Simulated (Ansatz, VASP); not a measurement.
## In in VASP and in Ansatz

Contents of INCAR:

```
SYSTEM = In
PREC     = Accurate       ! precision mode
ENCUT    = 500            ! plane-wave cutoff, eV
EDIFF    = 1E-6           ! SCF threshold, eV
ISMEAR   = -1             ! smearing method
SIGMA    = 0.01           ! smearing width, eV
LREAL    = .FALSE.        ! projectors in reciprocal space
LASPH    = .TRUE.         ! aspherical terms in the spheres
NELM     = 200            ! most SCF steps
ALGO     = Normal         ! electronic algorithm
ISIF     = 2              ! what is computed and relaxed
LWAVE    = .FALSE.        ! write WAVECAR
LCHARG   = .TRUE.         ! write CHGCAR
MAGMOM   = 0 0 0          ! initial moments
LORBIT   = 11             ! projections on sites
LSORBIT  = .TRUE.         ! spin-orbit coupling
GGA_COMPAT= .FALSE.      
LORBMOM  = .TRUE.       
GGA      = PE             ! functional
IVDW     = 13             ! dispersion correction
LVHAR    = .TRUE.       
NBANDS   = 24             ! bands
```

The input KPOINTS:

```
Automatic mesh
0
G
  10 10 10
  0 0 0
```

POSCAR

```
In
1.0
   -1.8825252400      1.8825252400      1.8825252400
    1.8825252400     -1.8825252400      1.8825252400
    1.8825252400      1.8825252400     -1.8825252400
In
1
Direct
    0.0000000000      0.0000000000      0.0000000000
```

Contents of input.yaml:

```yaml
crystal:
  lattice: { a: 3.76505048, b: 3.76505048, c: 3.76505048, alpha: 90.0, beta: 90.0, gamma: 90.0 }
  space_group: 229
  reduce_to_primitive: true
  atoms:
    - { symbol: In, wyckoff: "2a", position: [0.0, 0.0, 0.0] }
hamiltonian:
  xc: pbe
  pseudopotentials: { kind: paw_fr }
  dispersion: d4
magnetization:
  noncollinear: true
  spin_orbit: true
kpoints:
  mp_grid: { grid: [10, 10, 10] }
scf:
  occupations: { method: fermi_dirac, width: 0.01 }
  n_extra_bands: 6
output:
  forces: true
  stress: true
  eigenvalues: true
  dos: { projected: false, de: 0.05, nscf_kmesh: { grid: [15, 15, 15] } }
```

Alike in both runs: functional PBE; dispersion D4; k mesh 10 × 10 × 10; occupations fermi-dirac, width 0.01 eV; non-collinear spin, spin-orbit coupling.

|  | VASP | Ansatz |
| --- | --- | --- |
| version | VASP 6.6.1 | Ansatz 0.2.0 |
| potentials or method | VASP PAW PBE potentials, release 64 (In_d) | Ansatz PAW |
| plane-wave cutoff (eV) | 500 | 420 |
| valence electrons in the cell | 13 | 13 |
| task | single point | density of states |

|  | VASP | Ansatz | Ansatz less VASP |
| --- | --- | --- | --- |
| pressure (GPa) | -0.4 | -0.5 | -0.01 |
| net moment per atom (μB) | 0.00 | 0.00 | 0.000 |
